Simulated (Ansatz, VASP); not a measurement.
**InP in VASP and in Ansatz**

```
CELL_PARAMETERS angstrom
0.00000 3.02473 3.06944
3.02473 0.00000 3.06944
3.02473 3.02473 0.00000
ATOMIC_POSITIONS crystal
In 0.00000 0.00000 0.00000
P 0.75000 0.75000 0.75000
```

Alike in both runs: task single point; functional PBE; k mesh 10 × 10 × 10; occupations gaussian, width 0.05 eV; no spin polarisation.

```csv
,VASP,Ansatz
version,VASP 6.6.1,Ansatz 0.2.0
potentials or method,"VASP PAW PBE potentials, release 64 (In_d, P), cutoff 520 eV","scalar-relativistic, plane waves, PAW"
valence electrons in the cell,18,18
```

|  | VASP | Ansatz | Ansatz less VASP |
| --- | --- | --- | --- |
| gap on the k mesh at the Fermi level (eV) | 0.09 | 0.10 | +0.003 |
| pressure (GPa) | -3.1 | -3.1 | +0.03 |
| traceless stress, the component that is largest in VASP (GPa) | -0.42 | -0.42 | -0.001 |
